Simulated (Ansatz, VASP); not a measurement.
Given: the input of a run of Ansatz 0.2.0 on La2O3.

File input.yaml:

```yaml
crystal:
  lattice:
    - [6.2667802772, 0.0, 0.0]
    - [-3.1333901386, 5.42719092, 0.0]
    - [0.0, 0.0, 3.299766]
  atoms:
    - { symbol: La, position: [0.6666666667, 0.3333333333, 0.5] }
    - { symbol: La, position: [0.3333333333, 0.6666666667, 0.5] }
    - { symbol: O, position: [0.50801399, 0.0, 0.0] }
    - { symbol: O, position: [0.0, 0.50801399, 0.0] }
    - { symbol: O, position: [0.49198601, 0.49198601, 0.0] }
hamiltonian:
  xc: pbe
  pseudopotentials: { kind: paw }
kpoints:
  mp_grid: { grid: [5, 5, 8] }
scf:
  occupations: { method: fermi_dirac, width: 0.05 }
output:
  forces: true
  stress: true
  eigenvalues: true
relax:
  f_tol: 0.01
  max_steps: 40
  cell: { stress_tol: 0.05 }
```

Potentials or basis: Ansatz PAW.

Command:

```bash
$ ansatz run input.yaml --threads 2 --pin off --max-ram 5632MiB --backend cpu --events-out ev --progress --plain --runs-dir out
```

Task: Translate it to VASP 6.6.1. Potentials there: VASP PAW PBE potentials, release 64 (La, O).

Result: As run (the cutoff follows the program's own potentials):

File INCAR:

```
SYSTEM = La2O3
  ALGO = Normal
  EDIFF = 1E-6
  EDIFFG = -0.01
  ENCUT = 600
  GGA = PE
  IBRION = 2
  ISIF = 3
  ISMEAR = -1
  LASPH = .TRUE.
  LCHARG = .FALSE.
  LREAL = .FALSE.
  LWAVE = .FALSE.
  NELM = 80
  NSW = 60
  PREC = Accurate
  SIGMA = 0.05
```

Contents of KPOINTS:

```
k-points
0
G
  5 5 8
  0 0 0
```

Contents of POSCAR:

```
La2O3
1.0
    6.2667802772      0.0000000000      0.0000000000
   -3.1333901386      5.4271909200      0.0000000000
    0.0000000000      0.0000000000      3.2997660000
La O
2 3
Direct
    0.6666666667      0.3333333333      0.5000000000
    0.3333333333      0.6666666667      0.5000000000
    0.5080139900      0.0000000000      0.0000000000
    0.0000000000      0.5080139900      0.0000000000
    0.4919860100      0.4919860100      0.0000000000
```

Potentials or basis: VASP PAW PBE potentials, release 64 (La, O).

Run with:

```console
$ cat potpaw_PBE.64/La/POTCAR potpaw_PBE.64/O/POTCAR > POTCAR
$ mpirun -np 1 vasp_std > vasp.out
```

Both were run:

|  | VASP | Ansatz | Ansatz less VASP |
| --- | --- | --- | --- |
| gap on the k mesh at the Fermi level, each at its own relaxed structure (eV) | 1.62 | 1.62 | 0.000 |
| relaxed volume (Å³/atom) | 23.04 | 23.11 | +0.075 |
| relaxed length of the cell vector where the two differ most in proportion (Å) | 6.364 | 6.372 | +0.0079 |

Spin-orbit coupling is off throughout. Noted on Ansatz's run: odd divisions of the mesh miss points on the zone boundary, where band edges often lie, so the gap on the mesh can be too wide; the plane-wave basis is chosen anew once the cell has moved, so the energies of steps on either side of that aren't comparable.
